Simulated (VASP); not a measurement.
# Cs in VASP: a series of runs, part 2 of 2

VASP 6.6.1.

### 5 Single point, PBEsol

This run uses another cell than the first one, of 123.10 Å³/atom, 0.943 times its volume.

Input file INCAR:

```
SYSTEM = Cs
ALGO = Fast
EDIFF = 1E-6
ENCUT = 520
GGA = PS
ISIF = 2
ISMEAR = -1
LASPH = .TRUE.
LCHARG = .TRUE.
LELF = .TRUE.
LREAL = .FALSE.
LVHAR = .TRUE.
LWAVE = .FALSE.
NBANDS = 10
NELM = 60
PREC = Accurate
SIGMA = 0.05
```

Input file KPOINTS:

```
k-points
0
G
  5 5 5
  0 0 0
```

Input file POSCAR:

```
Cs
1.0
   -0.0197416787      3.9483357400      3.9483357400
    3.9483357400     -0.0197416787      3.9483357400
    3.9285940613      3.9285940613      0.0000000000
Cs
1
Direct
    0.0000000000      0.0000000000      0.0000000000
```

Potentials or basis: VASP PAW PBE potentials, release 64 (Cs_sv).

Launch:

```sh
$ cat potpaw_PBE.64/Cs_sv/POTCAR > POTCAR
$ mpirun -np 1 vasp_std > vasp.out
```

OUTCAR:

```text
SYSTEM = Cs
   EDIFF = 1E-6
   ENCUT = 520
   GGA = PS
   ISIF = 2
   ISMEAR = -1
   LASPH = .TRUE.
   LREAL = .FALSE.
   NELM = 60
   PREC = Accurate

 ion  position               nearest neighbor table
   1  0.000  0.000  0.000-

  LATTYP: Found a body centered orthorhombic cell.
 ALAT       =     5.5558710025
 B/A-ratio  =     1.0100502513
 C/A-ratio  =     1.4213201632

  Lattice vectors:

 A1 = (   0.0197416787,  -3.9483357400,  -3.9483357400)
 A2 = (  -0.0197416787,   3.9483357400,  -3.9483357400)
[... 494 lines left out ...]
 [... further k-points ...]

------------------------ aborting loop because EDIFF is reached ----------------------------------------

  FORCE on cell =-STRESS in cart. coord.  units (eV):
  Direction    XX          YY          ZZ          XY          YZ          ZX
  --------------------------------------------------------------------------------------
  -------------------------------------------------------------------------------------
  Total       -0.1828847     -0.1828847     -0.1830676      0.0148496      0.0000000      0.0000000
  in kB       -2.3802722     -2.3802722     -2.3826530      0.1932703      0.0000000      0.0000000
  external PRESSURE =      -2.3810658 kB  Pullay stress =       0.0000000 kB

 VOLUME and BASIS-vectors are now :
 -----------------------------------------------------------------------------
  energy-cutoff  :      520.00
  volume of cell :      123.10
      direct lattice vectors                 reciprocal lattice vectors
    -0.019741679  3.948335740  3.948335740    -0.126005606  0.126005606  0.126635634
     3.948335740 -0.019741679  3.948335740     0.126005606 -0.126005606  0.126635634
     3.928594061  3.928594061  0.000000000     0.127271994  0.127271994 -0.126635634

 POSITION                                       TOTAL-FORCE (eV/Angst)
 -----------------------------------------------------------------------------------
      0.00000      0.00000      0.00000         0.000000     -0.000000      0.000000
 -----------------------------------------------------------------------------------
    total drift:                               -0.000000      0.000000      0.000000

  FREE ENERGIE OF THE ION-ELECTRON SYSTEM (eV)
  ---------------------------------------------------
  free  energy   TOTEN  =        -0.9578480811 eV

  energy  without entropy=       -0.9535421893  energy(sigma->0) =       -0.95569514
```

OSZICAR:

```text
N       E                     dE             d eps       ncg     rms          rms(c)
DAV:   1     0.513396348028E+02    0.51340E+02   -0.27432E+03   540   0.607E+02
DAV:   2     0.424249331095E+01   -0.47097E+02   -0.45858E+02   712   0.104E+02
DAV:   3    -0.881162783065E+00   -0.51237E+01   -0.51208E+01   626   0.400E+01
DAV:   4    -0.956481535584E+00   -0.75319E-01   -0.75307E-01   684   0.571E+00
DAV:   5    -0.956899745165E+00   -0.41821E-03   -0.41817E-03   706   0.410E-01    0.128E-01
RMM:   6    -0.957217870519E+00   -0.31813E-03   -0.69931E-04   591   0.140E-01    0.915E-02
RMM:   7    -0.957828052724E+00   -0.61018E-03   -0.33753E-03   606   0.300E-01    0.267E-02
RMM:   8    -0.957843419526E+00   -0.15367E-04   -0.16654E-04   799   0.815E-02    0.324E-03
RMM:   9    -0.957847180252E+00   -0.37607E-05   -0.32198E-05   833   0.285E-02    0.232E-03
RMM:  10    -0.957848475333E+00   -0.12951E-05   -0.69599E-06   809   0.135E-02    0.248E-03
RMM:  11    -0.957848081134E+00    0.39420E-06   -0.17965E-06   654   0.604E-03
   1 F= -.95784808E+00 E0= -.95569514E+00  d E =-.430589E-02
```

stdout:

```text
POSCAR found type information on POSCAR Cs
 POSCAR found :  1 types and       1 ions
 scaLAPACK will be used
 -----------------------------------------------------------------------------
|                                                                             |
|                                                                             |
|     You enforced a specific xc type in the INCAR file but a different       |
|     I HOPE YOU KNOW WHAT YOU ARE DOING!                                     |
|                                                                             |
 -----------------------------------------------------------------------------

 LDA part: xc-table for (Slater+PW92), standard interpolation
 POSCAR, INCAR and KPOINTS ok, starting setup
 FFT: planning ... GRIDC
 FFT: planning ... GRID_SOFT
 FFT: planning ... GRID
 WAVECAR not read
 entering main loop
```

Wall time 15 s (1 thread of Intel Xeon 6975P-C (Granite Rapids), shared host); peak memory 0.25 GiB.

Results:

| Quantity | Value |
| --- | --- |
| Free energy | -0.9578 eV |
| Pressure | -0.2 GPa |

Levels at points of the mesh, in eV from the Fermi level:
```tsv
k point	band 3	band 4	band 5	band 6	band 7	band 8
(0.00, 0.00, 0.00)	-10.66	-10.66	-1.65	2.35	2.38	2.41
```

Caveat: the PAW data sets were made with another functional, which shifts forces and pressure a little; spin-orbit coupling is left out, which moves the levels of the heavy elements.

### 6 The runs side by side

```csv
cell,k mesh,gap on the mesh (eV),pressure (GPa)
"a = 5.693 Å, angles 60.0°, 1 atom",6 × 6 × 6,none,-0.3
"a = 5.584, b = 5.584, c = 5.472 Å, angles 60.7, 60.7, 61.3°, 1 atom",5 × 5 × 5,none,-0.2
"a = 5.584, b = 5.584, c = 5.528 Å, angles 60.3, 60.3, 60.7°, 1 atom",5 × 5 × 5,none,-0.2
"a = 5.584, b = 5.584, c = 5.556 Å, angles 60.2, 60.2, 60.3°, 1 atom",5 × 5 × 5,none,-0.2
```

Alike in all rows: task single point; level PBEsol; potentials or basis VASP PAW PBE potentials, release 64 (Cs_sv); no spin polarisation; cutoff (eV) 520; smearing fermi-dirac 0.05 eV.

Caveats: the PAW data sets were made with another functional, which shifts forces and pressure a little; spin-orbit coupling is left out, which moves the levels of the heavy elements.

Absolute energies hang on the potentials; compare differences alone.
